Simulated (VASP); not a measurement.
Set up this calculation in VASP 6.6.1, as the native input.

```
Task                   : single point
Functional             : LDA
Potentials or basis    : VASP PAW LDA potentials, release 64 (Hf_pv)
Cutoff                 : 520 eV
k mesh                 : 16 × 16 × 16
Occupations            : gaussian, width 0.05 eV
Spin                   : no spin polarisation
Dipole correction      : no
Further INCAR settings : ALGO = Normal; EDIFF = 1e-06; NBANDS = 11
```

The structure of Hf lies in POSCAR:

```
Hf
1.0
    0.0000000000      2.2200000000      2.2200000000
    2.2200000000      0.0000000000      2.2200000000
    2.2200000000      2.2200000000      0.0000000000
Hf
1
Direct
    0.0000000000      0.0000000000      0.0000000000
```

The input as run:

INCAR

```
PREC = Accurate
ENCUT = 520
EDIFF = 1E-6
ISMEAR = 0
SIGMA = 0.05
LREAL = F
LASPH = T
NELM = 100
ALGO = Normal
ISIF = 2
LWAVE = F
LCHARG = F
NBANDS = 11
```

KPOINTS

```
Automatic mesh
0
Gamma
  16 16 16
```

Potentials or basis: VASP PAW LDA potentials, release 64 (Hf_pv).

Run with:

```bash
$ cat potpaw_LDA.64/Hf_pv/POTCAR > POTCAR
$ mpirun -np 1 vasp_std > vasp.out
```

Results of the run:

```yaml
Pressure: -5.8 GPa
Band_gap_on_the_k_mesh: zero (band 5 reaches 6.11 eV, above the bottom of band 6 at 4.38 eV)
```

Caveat: spin-orbit coupling is left out, which moves the levels of the heavy elements.

Wall time 19 s on 1 thread of AMD EPYC 7R13 Processor (Zen 3), on a shared host, peak memory 0.12 GiB.
